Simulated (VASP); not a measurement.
# PbS (Fm-3m) in VASP: notebook

The runs below take PbS through single point, relaxation of cell and atoms, with PBE.

All numbers are computed with VASP 6.6.1; they aren't measurements. Logs are shortened: lines on timing, memory, paths and dates and some standing lists are left out, and cuts for length are marked.

### Step 1. The cell of the first run

The structure is cubic, space group Fm-3m (No. 225). The conventional cell has a = 6.009 Å, b = 6.009 Å, c = 6.009 Å, α = 90.00°, β = 90.00°, γ = 90.00°. Pb (site symmetry m-3m) has 6 S at 3.00 Å within 4.0 Å. Within 4.0 Å of S (site symmetry m-3m) lie 6 Pb at 3.00 Å.

### Step 2. Single point, PBE

The input, INCAR:

```
PREC     = Accurate       # precision mode
ENCUT    = 520            # plane-wave cutoff, eV
EDIFF    = 1E-7           # SCF threshold, eV
ISMEAR   = 0              # smearing method
SIGMA    = 0.02           # smearing width, eV
LREAL    = False          # projectors in reciprocal space
LASPH    = True           # aspherical terms in the spheres
NELM     = 80             # most SCF steps
ALGO     = Normal         # electronic algorithm
ISIF     = 2              # what is computed and relaxed
LWAVE    = False          # write WAVECAR
LCHARG   = False          # write CHGCAR
GGA      = PE             # functional
NBANDS   = 17             # bands
```

The input, KPOINTS:

```
regular mesh
0
Gamma
  10 10 10
```

The input, POSCAR:

```
PbS
1.0
    0.0000000000      3.0045119785      3.0045119785
    3.0045119785      0.0000000000      3.0045119785
    3.0045119785      3.0045119785      0.0000000000
Pb S
1 1
Direct
    0.0000000000      0.0000000000      0.0000000000
    0.5000000000      0.5000000000      0.5000000000
```

Potentials or basis: VASP PAW PBE potentials, release 64 (Pb_d, S).

On the command line:

```bash
$ cat potpaw_PBE.64/Pb_d/POTCAR potpaw_PBE.64/S/POTCAR > POTCAR
$ mpirun -np 1 vasp_std > vasp.out
```

OUTCAR:

```text
PREC = Accurate
   ENCUT = 520
   EDIFF = 1E-7
   ISMEAR = 0
   LREAL = False
   LASPH = True
   NELM = 80
   ISIF = 2
   GGA = PE

 ion  position               nearest neighbor table
   1  0.000  0.000  0.000-   2 3.00   2 3.00   2 3.00   2 3.00   2 3.00   2 3.00
   2  0.500  0.500  0.500-   1 3.00   1 3.00   1 3.00   1 3.00   1 3.00   1 3.00

  LATTYP: Found a face centered cubic cell.
 ALAT       =     6.0090239570

  Lattice vectors:

 A1 = (   0.0000000000,   3.0045119785,   3.0045119785)
 A2 = (   3.0045119785,   0.0000000000,   3.0045119785)
 A3 = (   3.0045119785,   3.0045119785,   0.0000000000)

Analysis of symmetry for initial positions (statically):
=====================================================================
 Subroutine PRICEL returns:
 Original cell was already a primitive cell.

 Routine SETGRP: Setting up the symmetry group for a
 face centered cubic supercell.

 Subroutine GETGRP returns: Found 48 space group operations
 (whereof 48 operations were pure point group operations)
 out of a pool of 48 trial point group operations.

The static configuration has the point symmetry O_h .

Analysis of symmetry for dynamics (positions and initial velocities):
=====================================================================
 Subroutine PRICEL returns:
 Original cell was already a primitive cell.

 Routine SETGRP: Setting up the symmetry group for a
 face centered cubic supercell.

 Subroutine GETGRP returns: Found 48 space group operations
 (whereof 48 operations were pure point group operations)
 out of a pool of 48 trial point group operations.

The dynamic configuration has the point symmetry O_h .

 Subroutine INISYM returns: Found 48 space group operations
 (whereof 48 operations are pure point group operations),
 and found     1 'primitive' translations

----------------------------------------------------------------------------------------

                                     Primitive cell

  volume of cell :      54.2440

  direct lattice vectors                    reciprocal lattice vectors
     0.000000000  3.004511979  3.004511979    -0.166416378  0.166416378  0.166416378
     3.004511979  0.000000000  3.004511979     0.166416378 -0.166416378  0.166416378
     3.004511979  3.004511979  0.000000000     0.166416378  0.166416378 -0.166416378

  length of vectors
     4.249021588  4.249021588  4.249021588     0.288241621  0.288241621  0.288241621

  position of ions in fractional coordinates (direct lattice)
     0.000000000  0.000000000  0.000000000
     0.500000000  0.500000000  0.500000000

  ion indices of the primitive-cell ions
   primitive index   ion index
                 1           1
                 2           2

----------------------------------------------------------------------------------------

 KPOINTS: regular mesh

Automatic generation of k-mesh.
 Grid dimensions read from file:
 generate k-points for:   10   10   10

 Generating k-lattice:

  Cartesian coordinates                     Fractional coordinates (reciprocal lattice)
    -0.016641638  0.016641638  0.016641638     0.100000000  0.000000000  0.000000000
     0.016641638 -0.016641638  0.016641638     0.000000000  0.100000000  0.000000000
     0.016641638  0.016641638 -0.016641638     0.000000000  0.000000000  0.100000000

  Length of vectors
     0.028824162  0.028824162  0.028824162

  Shift w.r.t. Gamma in fractional coordinates (k-lattice)
     0.000000000  0.000000000  0.000000000

 Subroutine IBZKPT returns following result:
 ===========================================

 Found     47 irreducible k-points:

 Following reciprocal coordinates:
            Coordinates               Weight
  0.000000  0.000000  0.000000      1.000000
  0.100000  0.000000  0.000000      8.000000
  0.200000  0.000000  0.000000      8.000000
  0.300000  0.000000  0.000000      8.000000
  0.400000  0.000000  0.000000      8.000000
  0.500000  0.000000  0.000000      4.000000
[... 16 lines left out ...]
  0.300000  0.300000  0.000000      6.000000
  0.400000  0.300000  0.000000     24.000000
 [... further k-points ...]
   k-points           NKPTS =     47   k-points in BZ     NKDIM =     47   number of bands    NBANDS=     17
   number of dos      NEDOS =    301   number of ions     NIONS =      2
   total plane-waves  NPLWV =  32768
   dimension x,y,z NGX =    32 NGY =   32 NGZ =   32
   dimension x,y,z NGXF=    64 NGYF=   64 NGZF=   64
   ions per type =               1   1
   NGX,Y,Z   is equivalent  to a cutoff of  12.52, 12.52, 12.52 a.u.
   NGXF,Y,Z  is equivalent  to a cutoff of  25.04, 25.04, 25.04 a.u.
 SYSTEM =  unknown system
   PREC   = accura    normal or accurate (medium, high low for compatibility)
   ISTART =      0    job   : 0-new  1-cont  2-samecut
   ICHARG =      2    charge: 1-file 2-atom 10-const
   ISPIN  =      1    spin polarized calculation?
   LNONCOLLINEAR =      F non collinear calculations
   LSORBIT =      F    spin-orbit coupling
   LASPH  =      T    aspherical Exc in radial PAW
   ENCUT  =  520.0 eV  38.22 Ry    6.18 a.u.   7.90  7.90  7.90*2*pi/ulx,y,z
   NELM   =     80;   NELMIN=  2; NELMDL= -5     # of ELM steps
   EDIFF  = 0.1E-06   stopping-criterion for ELM
   LREAL  =      F    real-space projection
   EDIFFG = 0.1E-05   stopping-criterion for IOM
   NSW    =      0    number of steps for IOM
   IBRION =     -1    ionic relax: 0-MD 1-quasi-New 2-CG
   NFREE  =      0    steps in history (QN), initial steepest desc. (CG)
   ISIF   =      2    stress and relaxation
   ISYM   =      2    0-nonsym 1-usesym 2-fastsym
   POTIM  = 0.5000    time-step for ionic-motion
   TEBEG  =    0.0;   TEEND  =   0.0 temperature during run
   PSTRESS=    0.0 pullay stress
   NELECT =      20.0000    total number of electrons
   NUPDOWN=      -1.0000    fix difference up-down
   EMIN   =  10.00;   EMAX   =-10.00  energy-range for DOS
   EFERMI =   0.00;   METHOD = LEGACY
   ISMEAR =     0;   SIGMA  =   0.02  broadening in eV -4-tet -1-fermi 0-gaus
   EFERMI_NEDOS =   21; number of points for ismear=-14 and -15
   IALGO  =     38    algorithm
   IMIX   =      4    mixing-type and parameters
     AMIX     =   0.40;   BMIX     =  1.00
     AMIX_MAG =   1.60;   BMIX_MAG =  1.00
  volume/ion in A,a.u.               =      27.12       183.03
  Fermi-wavevector in a.u.,A,eV,Ry     =   1.173908  2.218365 18.749658  1.378061
  Thomas-Fermi vector in A             =   2.310314
   LORBIT       =      0    0 simple, 1 ext, 2 COOP (PROOUT), +10 PAW based schemes
   GGA     = PE    functional components
   LHFCALC =     F    Hartree Fock is set to
   AEXX    =    0.0000 exact exchange contribution
   IVDW    =     0    specifies the selected vdW correction
   LEPSILON=     F    determine dielectric tensor
   LRPA    =     F    only Hartree local field effects (RPA)
 non-spin polarized calculation
 Gauss-broadening in eV      SIGMA  =   0.02
  energy-cutoff  :      520.00
  volume of cell :       54.24
 maximum number of plane-waves:      1476
   NGX = 15   NGY = 15   NGZ = 15

 number of electron      20.0000003 magnetization

 Free energy of the ion-electron system (eV)
  ---------------------------------------------------
  ext. energy  EPLUGINS =         0.00000000
  ---------------------------------------------------
  free energy    TOTEN  =        -8.76949454 eV

  energy without entropy =       -8.76949454  energy(sigma->0) =       -8.76949454

 E-fermi :   5.4246     XC(G=0):  -9.5002

 val. band max:        5.2806032954   @ k =   0.5000   0.0000   0.0000
 cond. band min:       5.7798298786   @ k =   0.5000   0.0000   0.0000
 fundamental gap:      0.4992265832
 Fermi energy:         5.4245848842

 k-point     1 :       0.0000    0.0000    0.0000
  band No.  band energies     occupation
      1     -11.4471      2.00000
      2     -11.4471      2.00000
      3     -11.4471      2.00000
      4     -11.4298      2.00000
      5     -11.4298      2.00000
      6      -7.9338      2.00000
[... 9 lines left out ...]
     16      12.1473      0.00000
     17      14.0869      0.00000

 k-point     2 :       0.1000    0.0000    0.0000
  band No.  band energies     occupation
      1     -11.4467      2.00000
      2     -11.4450      2.00000
      3     -11.4450      2.00000
      4     -11.4306      2.00000
      5     -11.4306      2.00000
      6      -7.8533      2.00000
[... 9 lines left out ...]
     16      12.3858      0.00000
     17      14.8627      0.00000

 k-point     3 :       0.2000    0.0000    0.0000
  band No.  band energies     occupation
      1     -11.4456      2.00000
      2     -11.4449      2.00000
      3     -11.4449      2.00000
      4     -11.4273      2.00000
      5     -11.4273      2.00000
      6      -7.6234      2.00000
[... 9 lines left out ...]
     16      12.9508      0.00000
     17      16.2872      0.00000

 k-point     4 :       0.3000    0.0000    0.0000
  band No.  band energies     occupation
      1     -11.4509      2.00000
      2     -11.4509      2.00000
      3     -11.4445      2.00000
      4     -11.4171      2.00000
      5     -11.4170      2.00000
      6      -7.2862      2.00000
[... 9 lines left out ...]
     16      13.7854      0.00000
     17      17.4671      0.00000
[... 343 lines left out ...]
      1     -11.4557      2.00000
      2     -11.4442      2.00000
      3     -11.4412      2.00000
      4     -11.4279      2.00000
      5     -11.4161      2.00000
      6      -7.1668      2.00000
[... 9 lines left out ...]
     16      15.1470      0.00000
     17      15.5720      0.00000

 k-point    23 :       0.3000    0.3000    0.0000
  band No.  band energies     occupation
      1     -11.4983      2.00000
      2     -11.4612      2.00000
      3     -11.4153      2.00000
      4     -11.4135      2.00000
      5     -11.4135      2.00000
      6      -7.0524      2.00000
[... 9 lines left out ...]
     16      15.7452      0.00000
     17      16.1616      0.00000

 k-point    24 :       0.4000    0.3000    0.0000
  band No.  band energies     occupation
      1     -11.5149      2.00000
      2     -11.4611      2.00000
      3     -11.4183      2.00000
      4     -11.4079      2.00000
      5     -11.4032      2.00000
      6      -6.7896      2.00000
[... 9 lines left out ...]
     16      16.2423      0.00000
     17      16.9289      0.00000

 [... further k-points ...]
[... 5 lines left out ...]
  --------------------------------------------------------------------------------------
  -------------------------------------------------------------------------------------
  Total       -0.0241532     -0.0241532     -0.0241532     -0.0000000      0.0000000      0.0000000
  in kB       -0.7133995     -0.7133995     -0.7133995     -0.0000000      0.0000000      0.0000000
  external PRESSURE =      -0.7133995 kB  Pullay stress =       0.0000000 kB

 VOLUME and BASIS-vectors are now :
 -----------------------------------------------------------------------------
  energy-cutoff  :      520.00
  volume of cell :       54.24
      direct lattice vectors                 reciprocal lattice vectors
     0.000000000  3.004511979  3.004511979    -0.166416378  0.166416378  0.166416378
     3.004511979  0.000000000  3.004511979     0.166416378 -0.166416378  0.166416378
     3.004511979  3.004511979  0.000000000     0.166416378  0.166416378 -0.166416378

 POSITION                                       TOTAL-FORCE (eV/Angst)
 -----------------------------------------------------------------------------------
      0.00000      0.00000      0.00000         0.000000      0.000000     -0.000000
      3.00451      3.00451      3.00451         0.000000     -0.000000      0.000000
 -----------------------------------------------------------------------------------
    total drift:                                0.000000     -0.000000     -0.000000

  FREE ENERGIE OF THE ION-ELECTRON SYSTEM (eV)
  ---------------------------------------------------
  free  energy   TOTEN  =        -8.7694945398 eV

  energy  without entropy=       -8.7694945398  energy(sigma->0) =       -8.76949454
```

Run time: 26 s. Hardware: 1 thread of Intel Xeon Platinum 8259CL at 2.50GHz (Skylake/Cascade Lake), shared host; peak memory 0.19 GiB.

What came out:

```
Free energy            : -8.7695 eV
Pressure               : -0.1 GPa
Band gap on the k mesh : 0.50 eV, direct
```

Caveat: spin-orbit coupling is left out, which moves the levels of the heavy elements. A k mesh can miss the band edges.

### Step 3. Single point, PBE

INCAR is that of step 2.

KPOINTS is that of step 2.

The input, POSCAR:

```
PbS
1.0
    0.0000000000      3.0045119768      3.0045119768
    3.0045119768      0.0000000000      3.0045119768
    3.0045119768      3.0045119768      0.0000000000
Pb S
1 1
Direct
    0.0000000000      0.0000000000      0.0000000000
    0.5000000000      0.5000000000      0.5000000000
```

Potentials or basis: VASP PAW PBE potentials, release 64 (Pb_d, S).

On the command line:

```bash
$ cat potpaw_PBE.64/Pb_d/POTCAR potpaw_PBE.64/S/POTCAR > POTCAR
$ mpirun -np 1 vasp_std > vasp.out
```

Wall time 25 s (1 thread of Intel Xeon Platinum 8259CL at 2.50GHz (Skylake/Cascade Lake), shared host); peak memory 0.19 GiB.

It converged, with:

| Quantity | Value |
| --- | --- |
| Free energy | -8.7695 eV |
| Pressure | -0.1 GPa |
| Band gap on the k mesh | 0.50 eV, direct |

Levels at points of the mesh, in eV from the valence-band top:
```csv
k point,band 8,band 9,band 10,band 11,band 12,band 13
"(0.00, 0.00, 0.00)",-1.94,-1.94,-1.94,5.14,5.14,5.14
"(0.50, 0.00, 0.00)",-1.58,-1.58,0.00,0.50,2.08,2.08
"(0.50, 0.50, 0.00)",-4.83,-3.15,-3.15,4.07,5.48,5.57
```

Caveat: spin-orbit coupling is left out, which moves the levels of the heavy elements.

### Step 4. Relaxation of cell and atoms, PBE

This run uses another cell than the first one, of 26.07 Å³/atom, 0.961 times its volume.

The input, INCAR:

```
SYSTEM = PbS
PREC = Accurate ; ENCUT = 600
EDIFF = 1E-6 ; ISMEAR = 0
SIGMA = 0.02 ; LREAL = .False.
LASPH = .True. ; NELM = 60
ALGO = Normal ; ISIF = 3
LWAVE = .False. ; LCHARG = .False.
GGA = PE ; IBRION = 2
NSW = 100 ; EDIFFG = -0.005
```

The input, KPOINTS:

```
regular mesh
0
Gamma
  10 10 10
  0 0 0
```

The input, POSCAR:

```
PbS
1.0
    0.0000000000      2.9650000000      2.9650000000
    2.9650000000      0.0000000000      2.9650000000
    2.9650000000      2.9650000000      0.0000000000
Pb S
1 1
Direct
    0.0000000000      0.0000000000      0.0000000000
    0.5000000000      0.5000000000      0.5000000000
```

On the command line:

```bash
$ cat potpaw_PBE.64/Pb_d/POTCAR potpaw_PBE.64/S/POTCAR > POTCAR
$ mpirun -np 1 vasp_std > vasp.out
```

It took 72 s on 1 thread of Intel Xeon Platinum 8259CL at 2.50GHz (Skylake/Cascade Lake), shared host; peak memory 0.23 GiB.

The run converged. Its results:

| Quantity | Value |
| --- | --- |
| Free energy | -8.7694 eV |
| Relaxed volume | 27.10 Å³/atom |
| Relaxed cell | a = 4.248 Å, b = 4.248 Å, c = 4.248 Å, α = 60.00°, β = 60.00°, γ = 60.00° |
| Space group after relaxing (to 0.05 Å) | Fm-3m (No. 225) |
| Energy gained by relaxing | 7.1 meV/atom |
| Ionic steps | 3 |
| Pressure after relaxing | 0.0 GPa |
| Band gap on the k mesh | 0.50 eV, direct |

The path:
| step | energy change (eV) | largest force (eV/Å) | pressure (GPa) | volume (Å³) |
| --- | --- | --- | --- | --- |
| 1 | 0.0000 | 0.0000 | 2.27 | 52.13 |
| 2 | -0.0125 | 0.0000 | -0.71 | 54.96 |
| 3 | -0.0142 | 0.0000 | 0.01 | 54.21 |

Final structure:
```
Pb S
1.0
     0.00000    3.00382    3.00382
     3.00382    0.00000    3.00382
     3.00382    3.00382    0.00000
Pb S
1 1
Direct
  0.00000 0.00000 0.00000
  0.50000 0.50000 0.50000
```

Levels at points of the mesh, in eV from the valence-band top:
| k point | band 6 | band 7 | band 8 | band 9 | band 10 | band 11 | band 12 | band 13 | band 14 |
| --- | --- | --- | --- | --- | --- | --- | --- | --- | --- |
| (0.00, 0.00, 0.00) | -13.22 | -6.07 | -1.95 | -1.95 | -1.95 | 5.14 | 5.14 | 5.14 | 6.86 |
| (0.50, 0.00, 0.00) | -12.07 | -8.59 | -1.58 | -1.58 | 0.00 | 0.50 | 2.08 | 2.08 | 8.65 |
| (0.50, 0.50, 0.00) | -11.70 | -7.11 | -4.83 | -3.16 | -3.16 | 4.07 | 5.49 | 5.58 | 5.58 |

Caveat: spin-orbit coupling is left out, which moves the levels of the heavy elements. Zero-point motion and thermal expansion aren't in these numbers.

### Step 5. Single point, PBE (strained)

The input, INCAR:

```
SYSTEM = PbS
PREC = Accurate ; ENCUT = 520
EDIFF = 1E-6 ; ISMEAR = 0
SIGMA = 0.05 ; LREAL = .FALSE.
LASPH = .TRUE. ; NELM = 80
ALGO = Normal ; ISIF = 2
LWAVE = .FALSE. ; LCHARG = .FALSE.
GGA = PE ; NBANDS = 17
```

The input, KPOINTS:

```
Automatic mesh
0
G
  10 10 10
  0 0 0
```

The input, POSCAR:

```
PbS
1.0
    0.0000000000      2.8586751000      2.8586751000
    2.8586751000      0.0000000000      2.8586751000
    2.8586751000      2.8586751000      0.0000000000
Pb S
1 1
Direct
    0.0000000000      0.0000000000      0.0000000000
    0.5000000000      0.5000000000      0.5000000000
```

On the command line:

```bash
$ cat potpaw_PBE.64/Pb_d/POTCAR potpaw_PBE.64/S/POTCAR > POTCAR
$ mpirun -np 1 vasp_std > vasp.out
```

It took 22 s on 1 thread of Intel Xeon Platinum 8488C (Sapphire Rapids), shared host; peak memory 0.19 GiB.

The run converged. Its results:

* Free energy: -8.5469 eV
* Pressure: 10.6 GPa
* Band gap on the k mesh: 0.11 eV, direct

Levels at points of the mesh, in eV from the valence-band top:
| k point | band 8 | band 9 | band 10 | band 11 | band 12 | band 13 |
| --- | --- | --- | --- | --- | --- | --- |
| (0.00, 0.00, 0.00) | -2.81 | -2.81 | -2.81 | 5.49 | 5.49 | 5.49 |
| (0.50, 0.00, 0.00) | -2.32 | -2.32 | 0.00 | 0.11 | 1.63 | 1.63 |
| (0.50, 0.50, 0.00) | -6.26 | -4.27 | -4.27 | 3.29 | 5.90 | 6.06 |

Caveat: the cell differs from its parent crystal (strained); spin-orbit coupling is left out, which moves the levels of the heavy elements. A k mesh can miss the band edges.

### Step 6. Overview

| task | cell | cutoff (eV) | smearing | gap on the mesh (eV) | pressure (GPa) |
| --- | --- | --- | --- | --- | --- |
| single point | a = 4.249 Å, angles 60.0°, 2 atoms | 520 | gaussian 0.02 eV | 0.50 | -0.1 |
| relaxation of cell and atoms | relaxed from a = 4.193 Å, angles 60.0°, 2 atoms | 600 | gaussian 0.02 eV | 0.50 | 0.0 |
| single point | a = 4.043 Å, angles 60.0°, 2 atoms | 520 | gaussian 0.05 eV | 0.11 | 10.6 |

Alike in all rows: level PBE; potentials or basis VASP PAW PBE potentials, release 64 (Pb_d, S); no spin polarisation; k mesh 10 × 10 × 10.

Caveats: spin-orbit coupling is left out, which moves the levels of the heavy elements.

Total energies depend on the potentials used, so only differences within one code and one set of settings carry meaning.
